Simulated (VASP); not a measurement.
Runs of VASP 6.6.1 on LaC. The structure is cubic, space group Fm-3m (No. 225). Conventional cell: a = 5.433 Å, b = 5.433 Å, c = 5.433 Å, α = 90.00°, β = 90.00°, γ = 90.00°. Within 3.6 Å of La (site symmetry m-3m) lie 6 C at 2.72 Å. C (site symmetry m-3m) has 6 La at 2.72 Å within 3.6 Å. 

```tsv
level	potentials or basis	gap on the mesh (eV)	pressure (GPa)
LDA	VASP PAW LDA potentials, release 64 (La, C)	none	-5.7
PBE	VASP PAW PBE potentials, release 64 (La, C)	none	0.0
r2SCAN	VASP PAW PBE potentials, release 64 (La, C)	none	0.4
PBEsol	VASP PAW PBE potentials, release 64 (La, C)	none	(a)
```

Alike in all rows: task single point; no spin polarisation; cell as given; k mesh 12 × 12 × 12; cutoff (eV) 520; smearing gaussian 0.05 eV.

Task: Estimate the missing entries.

Result: (a) -3.6.

Caveats: spin-orbit coupling is left out, which moves the levels of the heavy elements; the PAW data sets were made with another functional, which shifts forces and pressure a little (some runs).

A k mesh can miss the band edges, and the runs leave out spin-orbit coupling on La.

A gap of «none» marks levels without a gap at the run's occupations.
